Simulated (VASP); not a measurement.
Write the native input for VASP 6.6.1 that does the following.

* Task: single point
* Functional: r2SCAN
* Potentials or basis: VASP PAW PBE potentials, release 64 (Ag)
* Cutoff: 520 eV
* k mesh: 13 × 13 × 13
* Occupations: fermi-dirac, width 0.1 eV
* Spin: no spin polarisation
* Dipole correction: no
* Further INCAR settings: ALGO = Normal; EDIFF = 1e-06; NBANDS = 12

The system is Ag.

```
Ag
1.0
     2.75120    0.00000    0.00000
     0.00000    2.75120    0.00000
     0.00000    0.00000    2.75120
Ag
1
Direct
  0.00000 0.00000 0.00000
```

This isn't the form of Ag at room conditions, which is fcc.

The input as run:

POSCAR

```
Ag
1.0
    2.7512030732      0.0000000000      0.0000000000
    0.0000000000      2.7512030732      0.0000000000
    0.0000000000      0.0000000000      2.7512030732
Ag
1
Direct
    0.0000000000      0.0000000000      0.0000000000
```

INCAR.step1

```
PREC = Accurate
ENCUT = 520
ISMEAR = -1
SIGMA = 0.1
LREAL = F
LASPH = T
NELM = 60
NBANDS = 12
GGA = PE
ALGO = Normal
EDIFF = 1E-4
LWAVE = T
LCHARG = F
```

INCAR.step2

```
PREC = Accurate
ENCUT = 520
EDIFF = 1E-6
ISMEAR = -1
SIGMA = 0.1
LREAL = F
LASPH = T
NELM = 60
ALGO = Normal
ISIF = 2
LWAVE = F
LCHARG = F
METAGGA = R2SCAN
LMIXTAU = T
NBANDS = 12
ISTART = 1
```

KPOINTS

```
Automatic mesh
0
Gamma
  13 13 13
```

Potentials or basis: VASP PAW PBE potentials, release 64 (Ag).

Run with:

```sh
$ cat potpaw_PBE.64/Ag/POTCAR > POTCAR
$ cp INCAR.step1 INCAR
$ mpirun -np 1 vasp_std > vasp.out
$ cp INCAR.step2 INCAR
$ mpirun -np 1 vasp_std > vasp.out
```

Results of the run:

| Property | Result |
| --- | --- |
| Pressure | -2.7 GPa |
| Band gap on the k mesh | zero (an odd number of electrons rules out a gap without spin polarisation) |

Caveat: the PAW data sets were made with another functional, which shifts forces and pressure a little.

Run time: 61 s on 1 thread of Intel Xeon 8259CL, on a shared host, peak memory 0.14 GiB.
